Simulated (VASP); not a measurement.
# BeHBr (P4/nmm) in VASP: single point with r2SCAN

Aim: the single point of BeHBr with r2SCAN.

All numbers are computed with VASP 6.6.1; they aren't measurements. Logs are shortened: lines on timing, memory, paths and dates and some standing lists are left out, and cuts for length are marked.

### 1 The cell of the first run

The structure is tetragonal, space group P4/nmm (No. 129). Conventional cell: a = 3.490 Å, b = 3.490 Å, c = 7.157 Å, α = 90.00°, β = 90.00°, γ = 90.00°. Be (site symmetry 4mm) has 4 H at 2.01 Å within 2.7 Å. H (site symmetry -4m2) has 4 Be at 2.01 Å and 4 H at 2.47 Å within 2.7 Å. Within 3.7 Å of Br (site symmetry 4mm) lie 5 Be at 2.82 to 3.36 Å and 4 H at 2.94 Å and 8 Br at 3.47 to 3.49 Å.

### 2 Single point, r2SCAN

Input file POSCAR:

```
BeHBr
1.0
    3.4900620000      0.0000000000      0.0000000000
    0.0000000000      3.4900620000      0.0000000000
    0.0000000000      0.0000000000      7.1565260000
Be H Br
2 2 2
Direct
    0.0000000000      0.5000000000      0.1400000000
    0.5000000000      0.0000000000      0.8600000000
    0.0000000000      0.0000000000      0.0000000000
    0.5000000000      0.5000000000      0.0000000000
    0.0000000000      0.5000000000      0.6700000000
    0.5000000000      0.0000000000      0.3300000000
```

Input file INCAR.step1:

```
SYSTEM = BeHBr
PREC = Accurate
ENCUT = 520
ISMEAR = -1
SIGMA = 0.1
LREAL = .False.
LASPH = .True.
NELM = 60
NBANDS = 19
GGA = PE
ALGO = Normal
EDIFF = 1E-4
LWAVE = .True.
LCHARG = .False.
```

Input file INCAR.step2:

```
SYSTEM = BeHBr
PREC = Accurate
ENCUT = 520
EDIFF = 1E-6
ISMEAR = -1
SIGMA = 0.1
LREAL = .False.
LASPH = .True.
NELM = 60
ALGO = Normal
ISIF = 2
LWAVE = .False.
LCHARG = .False.
METAGGA = R2SCAN
LMIXTAU = .True.
NBANDS = 19
ISTART = 1
```

Input file KPOINTS:

```
regular mesh
0
Gamma
  10 10 5
  0 0 0
```

Potentials or basis: VASP PAW PBE potentials, release 64 (Be, H, Br).

Run with:

```sh
> cat potpaw_PBE.64/Be/POTCAR potpaw_PBE.64/H/POTCAR potpaw_PBE.64/Br/POTCAR > POTCAR
> cp INCAR.step1 INCAR
> mpirun -np 1 vasp_std > vasp.out
> cp INCAR.step2 INCAR
> mpirun -np 1 vasp_std > vasp.out
```

OUTCAR:

```text
SYSTEM = BeHBr
   PREC = Accurate
   ENCUT = 520
   EDIFF = 1E-6
   ISMEAR = -1
   LREAL = .False.
   LASPH = .True.
   NELM = 60
   ISIF = 2
   METAGGA = R2SCAN
   ISTART = 1

 ion  position               nearest neighbor table
   1  0.000  0.500  0.140-
   2  0.500  0.000  0.860-
   3  0.000  0.000  0.000-
   4  0.500  0.500  0.000-
   5  0.000  0.500  0.670-
   6  0.500  0.000  0.330-

  LATTYP: Found a simple tetragonal cell.
 ALAT       =     3.4900620000
 C/A-ratio  =     2.0505440878

  Lattice vectors:

 A1 = (   3.4900620000,   0.0000000000,   0.0000000000)
 A2 = (   0.0000000000,   3.4900620000,   0.0000000000)
 A3 = (   0.0000000000,   0.0000000000,   7.1565260000)

Analysis of symmetry for initial positions (statically):
=====================================================================
 Subroutine PRICEL returns:
 Original cell was already a primitive cell.

 Routine SETGRP: Setting up the symmetry group for a
 simple tetragonal supercell.

 Subroutine GETGRP returns: Found 16 space group operations
 (whereof  8 operations were pure point group operations)
 out of a pool of 16 trial point group operations.

The static configuration has the point symmetry D_2d.
 The point group associated with its full space group is D_4h.

Analysis of symmetry for dynamics (positions and initial velocities):
=====================================================================
 Subroutine PRICEL returns:
 Original cell was already a primitive cell.

 Routine SETGRP: Setting up the symmetry group for a
 simple tetragonal supercell.

 Subroutine GETGRP returns: Found 16 space group operations
 (whereof  8 operations were pure point group operations)
 out of a pool of 16 trial point group operations.

The dynamic configuration has the point symmetry D_2d.
 The point group associated with its full space group is D_4h.

 Subroutine INISYM returns: Found 16 space group operations
 (whereof  8 operations are pure point group operations),
 and found     1 'primitive' translations

----------------------------------------------------------------------------------------

                                     Primitive cell

  volume of cell :      87.1703

  direct lattice vectors                    reciprocal lattice vectors
     3.490062000  0.000000000  0.000000000     0.286527861  0.000000000  0.000000000
     0.000000000  3.490062000  0.000000000     0.000000000  0.286527861  0.000000000
     0.000000000  0.000000000  7.156526000     0.000000000  0.000000000  0.139732602

  length of vectors
     3.490062000  3.490062000  7.156526000     0.286527861  0.286527861  0.139732602

  position of ions in fractional coordinates (direct lattice)
     0.000000000  0.500000000  0.140000000
     0.500000000  0.000000000  0.860000000
     0.000000000  0.000000000  0.000000000
     0.500000000  0.500000000  0.000000000
     0.000000000  0.500000000  0.670000000
     0.500000000  0.000000000  0.330000000

  ion indices of the primitive-cell ions
   primitive index   ion index
                 1           1
                 2           2
                 3           3
                 4           4
                 5           5
                 6           6

----------------------------------------------------------------------------------------

 KPOINTS: regular mesh

Automatic generation of k-mesh.
 Grid dimensions read from file:
 generate k-points for:   10   10    5

 Generating k-lattice:

  Cartesian coordinates                     Fractional coordinates (reciprocal lattice)
     0.028652786  0.000000000  0.000000000     0.100000000  0.000000000  0.000000000
     0.000000000  0.028652786  0.000000000     0.000000000  0.100000000  0.000000000
     0.000000000  0.000000000  0.027946520     0.000000000  0.000000000  0.200000000

  Length of vectors
     0.028652786  0.028652786  0.027946520

  Shift w.r.t. Gamma in fractional coordinates (k-lattice)
     0.000000000  0.000000000  0.000000000

 Subroutine IBZKPT returns following result:
 ===========================================

 Found     63 irreducible k-points:

 Following reciprocal coordinates:
            Coordinates               Weight
  0.000000  0.000000  0.000000      1.000000
  0.100000  0.000000  0.000000      4.000000
  0.200000  0.000000  0.000000      4.000000
  0.300000  0.000000  0.000000      4.000000
  0.400000  0.000000  0.000000      4.000000
  0.500000  0.000000  0.000000      2.000000
[... 16 lines left out ...]
  0.100000  0.000000  0.200000      8.000000
  0.200000  0.000000  0.200000      8.000000
 [... further k-points ...]
   k-points           NKPTS =     63   k-points in BZ     NKDIM =     63   number of bands    NBANDS=     19
   number of dos      NEDOS =    301   number of ions     NIONS =      6
   total plane-waves  NPLWV =  42336
   dimension x,y,z NGX =    28 NGY =   28 NGZ =   54
   dimension x,y,z NGXF=    56 NGYF=   56 NGZF=  108
   ions per type =               2   2   2
   NGX,Y,Z   is equivalent  to a cutoff of  13.34, 13.34, 12.54 a.u.
   NGXF,Y,Z  is equivalent  to a cutoff of  26.68, 26.68, 25.09 a.u.
 SYSTEM =  BeHBr
   PREC   = accura    normal or accurate (medium, high low for compatibility)
   ISTART =      1    job   : 0-new  1-cont  2-samecut
   ICHARG =      0    charge: 1-file 2-atom 10-const
   ISPIN  =      1    spin polarized calculation?
   LNONCOLLINEAR =      F non collinear calculations
   LSORBIT =      F    spin-orbit coupling
   LASPH  =      T    aspherical Exc in radial PAW
   ENCUT  =  520.0 eV  38.22 Ry    6.18 a.u.   6.49  6.49 13.31*2*pi/ulx,y,z
   NELM   =     60;   NELMIN=  2; NELMDL=  0     # of ELM steps
   EDIFF  = 0.1E-05   stopping-criterion for ELM
   LREAL  =      F    real-space projection
   EDIFFG = 0.1E-04   stopping-criterion for IOM
   NSW    =      0    number of steps for IOM
   IBRION =     -1    ionic relax: 0-MD 1-quasi-New 2-CG
   NFREE  =      0    steps in history (QN), initial steepest desc. (CG)
   ISIF   =      2    stress and relaxation
   ISYM   =      2    0-nonsym 1-usesym 2-fastsym
   POTIM  = 0.5000    time-step for ionic-motion
   TEBEG  =    0.0;   TEEND  =   0.0 temperature during run
   PSTRESS=    0.0 pullay stress
   NELECT =      20.0000    total number of electrons
   NUPDOWN=      -1.0000    fix difference up-down
   EMIN   =  10.00;   EMAX   =-10.00  energy-range for DOS
   EFERMI =   0.00;   METHOD = LEGACY
   ISMEAR =    -1;   SIGMA  =   0.10  broadening in eV -4-tet -1-fermi 0-gaus
   EFERMI_NEDOS =   21; number of points for ismear=-14 and -15
   IALGO  =     38    algorithm
   IMIX   =      4    mixing-type and parameters
     AMIX     =   0.40;   BMIX     =  1.00
     AMIX_MAG =   1.60;   BMIX_MAG =  1.00
  volume/ion in A,a.u.               =      14.53        98.04
  Fermi-wavevector in a.u.,A,eV,Ry     =   1.002218  1.893916 13.666235  1.004440
  Thomas-Fermi vector in A             =   2.134690
   LORBIT       =      0    0 simple, 1 ext, 2 COOP (PROOUT), +10 PAW based schemes
   METAGGA = R2SCAN    functional components
   LHFCALC =     F    Hartree Fock is set to
   AEXX    =    0.0000 exact exchange contribution
   IVDW    =     0    specifies the selected vdW correction
   LEPSILON=     F    determine dielectric tensor
   LRPA    =     F    only Hartree local field effects (RPA)
 non-spin polarized calculation
  energy-cutoff  :      520.00
  volume of cell :       87.17
 maximum number of plane-waves:      2382
 NGX is ok and might be reduce to    28
   NGX = 13   NGY = 13   NGZ = 27

 number of electron      19.9999998 magnetization

 Free energy of the ion-electron system (eV)
  ---------------------------------------------------
  ext. energy  EPLUGINS =         0.00000000
  ---------------------------------------------------
  free energy    TOTEN  =       -40.23733469 eV

  energy without entropy =      -40.22838123  energy(sigma->0) =      -40.23285796

 E-fermi :   2.5153     XC(G=0):  -9.5786

 val. band max:        2.4099864330   @ k =   0.0000   0.0000   0.4000
 cond. band min:       2.5982390649   @ k =   0.5000   0.5000   0.2000
 fundamental gap:      0.1882526319
 Fermi energy:         2.5153480441

 k-point     1 :       0.0000    0.0000    0.0000
  band No.  band energies     occupation
      1     -13.4434      2.00000
      2     -12.6898      2.00000
      3      -5.7712      2.00000
      4      -0.4146      2.00000
      5      -0.1464      2.00000
      6       0.3410      2.00000
[... 11 lines left out ...]
     18      10.5984      0.00000
     19      10.8628      0.00000

 k-point     2 :       0.1000    0.0000    0.0000
  band No.  band energies     occupation
      1     -13.3868      2.00000
      2     -12.6597      2.00000
      3      -5.6687      2.00000
      4      -0.8100      2.00000
      5      -0.2333      2.00000
      6       0.2303      2.00000
[... 11 lines left out ...]
     18      10.9321      0.00000
     19      11.3519      0.00000

 k-point     3 :       0.2000    0.0000    0.0000
  band No.  band energies     occupation
      1     -13.2280      2.00000
      2     -12.5844      2.00000
      3      -5.3652      2.00000
      4      -1.6877      2.00000
      5      -0.8433      2.00000
      6      -0.1571      2.00000
[... 11 lines left out ...]
     18      11.0820      0.00000
     19      11.7781      0.00000

 k-point     4 :       0.3000    0.0000    0.0000
  band No.  band energies     occupation
      1     -12.9997      2.00000
      2     -12.5064      2.00000
      3      -4.8760      2.00000
      4      -2.5606      2.00000
      5      -1.7514      2.00000
      6      -0.9396      2.00000
[... 407 lines left out ...]
     18      10.0982      0.00000
     19      11.5352      0.00000

 k-point    23 :       0.1000    0.0000    0.2000
  band No.  band energies     occupation
      1     -13.3675      2.00000
      2     -12.6878      2.00000
      3      -5.5915      2.00000
      4      -1.2233      2.00000
      5      -0.2522      2.00000
      6       0.4430      2.00000
[... 11 lines left out ...]
     18      10.6344      0.00000
     19      11.5061      0.00000

 k-point    24 :       0.2000    0.0000    0.2000
  band No.  band energies     occupation
      1     -13.2106      2.00000
      2     -12.6082      2.00000
      3      -5.3128      2.00000
      4      -1.5967      2.00000
      5      -1.1634      2.00000
      6      -0.1081      2.00000
[... 11 lines left out ...]
     18      11.3282      0.00000
     19      11.6633      0.00000

 [... further k-points ...]
[... 5 lines left out ...]
  --------------------------------------------------------------------------------------
  -------------------------------------------------------------------------------------
  Total       -7.4846654     -7.4846654      0.6340755      0.0000000      0.0000000     -0.0000000
  in kB     -137.5670527   -137.5670527     11.6542143      0.0000000      0.0000000     -0.0000000
  external PRESSURE =     -87.8266304 kB  Pullay stress =       0.0000000 kB

 VOLUME and BASIS-vectors are now :
 -----------------------------------------------------------------------------
  energy-cutoff  :      520.00
  volume of cell :       87.17
      direct lattice vectors                 reciprocal lattice vectors
     3.490062000  0.000000000  0.000000000     0.286527861  0.000000000  0.000000000
     0.000000000  3.490062000  0.000000000     0.000000000  0.286527861  0.000000000
     0.000000000  0.000000000  7.156526000     0.000000000  0.000000000  0.139732602

 POSITION                                       TOTAL-FORCE (eV/Angst)
 -----------------------------------------------------------------------------------
      0.00000      1.74503      1.00191         0.000000      0.000000     -0.716512
      1.74503      0.00000      6.15461         0.000000      0.000000      0.716512
      0.00000      0.00000      0.00000         0.000000      0.000000      0.000000
      1.74503      1.74503      0.00000         0.000000      0.000000      0.000000
      0.00000      1.74503      4.79487         0.000000     -0.000000      0.525343
      1.74503      0.00000      2.36165         0.000000      0.000000     -0.525343
 -----------------------------------------------------------------------------------
    total drift:                                0.000000      0.000000     -0.000000

  FREE ENERGIE OF THE ION-ELECTRON SYSTEM (eV)
  ---------------------------------------------------
  free  energy   TOTEN  =       -40.2373346916 eV

  energy  without entropy=      -40.2283812302  energy(sigma->0) =      -40.23285796
```

It took 3.9 min on 1 thread of Intel Xeon Platinum 8488C (Sapphire Rapids), shared host; peak memory 0.27 GiB.

What came out:

| Item | Value |
| --- | --- |
| Free energy | -40.2373 eV |
| Pressure | -8.8 GPa |
| Largest force | 0.717 eV/Å |
| Band gap on the k mesh | zero (band 10 reaches 2.41 eV, above the bottom of band 11 at 2.40 eV) |

Forces on the atoms (eV/Å):
```
Be   0.000  0.000 -0.717
Be   0.000  0.000  0.717
H    0.000  0.000  0.000
H    0.000  0.000  0.000
Br   0.000  0.000  0.525
Br   0.000  0.000 -0.525
```

Caveat: the PAW data sets were made with another functional, which shifts forces and pressure a little.
